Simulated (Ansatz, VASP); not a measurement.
# Two plane-wave programs on Be3TeSe2

INCAR

```
PREC = Accurate ; ENCUT = 600
EDIFF = 1E-6 ; ISMEAR = 0
SIGMA = 0.02 ; LREAL = F
LASPH = T ; NELM = 60
ALGO = Normal ; ISIF = 3
LWAVE = F ; LCHARG = F
GGA = PE ; IBRION = 2
NSW = 100 ; EDIFFG = -0.01
```

KPOINTS

```
regular mesh
0
Gamma
  4 4 4
```

The input POSCAR:

```
Be3TeSe2
1.0
    5.6521361134     -3.2593668544      0.0000000000
    5.6521361134      3.2593668544      0.0000000000
    0.0000000000      0.0000000000      6.2016494970
Be Te Se
6 2 4
Direct
    0.8126247966      0.1873752034      0.1081968103
    0.4812233315      0.1661170520      0.6334617308
    0.5187766685      0.8338829480      0.1334617308
    0.1873752034      0.8126247966      0.6081968103
    0.8338829480      0.5187766685      0.6334617308
    0.1661170520      0.4812233315      0.1334617308
    0.8290849075      0.1709150925      0.4987189629
    0.1709150925      0.8290849075      0.9987189629
    0.4943417227      0.1670084257      0.0005803826
    0.5056582773      0.8329915743      0.5005803826
    0.8329915743      0.5056582773      0.0005803826
    0.1670084257      0.4943417227      0.5005803826
```

Input for Ansatz:

```yaml
crystal:
  lattice:
    - [5.6521361134, -3.2593668544, 0.0]
    - [5.6521361134, 3.2593668544, 0.0]
    - [0.0, 0.0, 6.201649497]
  atoms:
    - { symbol: Be, position: [0.8126247966, 0.1873752034, 0.1081968103] }
    - { symbol: Be, position: [0.4812233315, 0.166117052, 0.6334617308] }
    - { symbol: Be, position: [0.5187766685, 0.833882948, 0.1334617308] }
    - { symbol: Be, position: [0.1873752034, 0.8126247966, 0.6081968103] }
    - { symbol: Be, position: [0.833882948, 0.5187766685, 0.6334617308] }
    - { symbol: Be, position: [0.166117052, 0.4812233315, 0.1334617308] }
    - { symbol: Te, position: [0.8290849075, 0.1709150925, 0.4987189629] }
    - { symbol: Te, position: [0.1709150925, 0.8290849075, 0.9987189629] }
    - { symbol: Se, position: [0.4943417227, 0.1670084257, 0.0005803826] }
    - { symbol: Se, position: [0.5056582773, 0.8329915743, 0.5005803826] }
    - { symbol: Se, position: [0.8329915743, 0.5056582773, 0.0005803826] }
    - { symbol: Se, position: [0.1670084257, 0.4943417227, 0.5005803826] }
basis:
  ecutwfc: 420
kpoints:
  mp_grid: { grid: [4, 4, 4] }
hamiltonian:
  xc: pbe
scf:
  occupations: { method: gaussian, width: 0.02 }
output:
  forces: true
  stress: true
  eigenvalues: true
relax:
  adjacent_minimum: "off"
  f_tol: 0.01
  max_steps: 80
  cell: { stress_tol: 0.05 }
```

Alike in both runs: task relaxation of cell and atoms; functional PBE; k mesh 4 × 4 × 4; occupations gaussian, width 0.02 eV; no spin polarisation.

|  | VASP | Ansatz |
| --- | --- | --- |
| version | VASP 6.6.1 | Ansatz 0.2.0 |
| potentials or method | VASP PAW PBE potentials, release 64 (Be, Te, Se), cutoff 600 eV | scalar-relativistic, plane waves, PAW |
| valence electrons in the cell | 48 | 108 |

```tsv
	VASP	Ansatz	Ansatz less VASP
gap on the k mesh at the Fermi level, each at its own relaxed structure (eV)	2.85	2.86	+0.008
relaxed volume (Å³/atom)	19.09	19.04	-0.048
relaxed cell length with the largest relative difference (Å)	6.213	6.206	-0.0064
```

VASP's potentials hold 48 valence electrons a cell and Ansatz's 108, so a difference there can come from the potentials and not from the codes.

Neither program's run includes spin-orbit coupling.
